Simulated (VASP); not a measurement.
Ge, 4 atoms in the cell. It takes space group P6_3/mmc (No. 194, hexagonal). The conventional cell has a = 3.747 Å, b = 3.747 Å, c = 6.207 Å, α = 90.00°, β = 90.00°, γ = 120.00°. Within 3.0 Å of Ge (site symmetry 3m) lie 4 Ge at 2.30 to 2.31 Å. 

* Program: VASP 6.6.1
* Task: single point
* Functional: PBEsol
* Potentials or basis: VASP PAW PBE potentials, release 64 (Ge_d)
* Cutoff: 520 eV
* k mesh: 8 × 8 × 4
* Occupations: fermi-dirac, width 0.05 eV
* Spin: no spin polarisation
* Dipole correction: no
* Further INCAR settings: ALGO = Normal; EDIFF = 1e-07; NBANDS = 36

Potentials or basis: VASP PAW PBE potentials, release 64 (Ge_d).

Command:

```bash
$ cat potpaw_PBE.64/Ge_d/POTCAR > POTCAR
$ mpirun -np 1 vasp_std > vasp.out
```

Hardware: 1 thread of Intel Xeon 6975P-C, on a shared host.

**Question.** How long does it take, and how much memory?

**Answer.** Wall time 63 s on 1 thread of Intel Xeon 6975P-C (shared host), peak memory 0.21 GiB. Counts: scf iterations 14, k points 30.
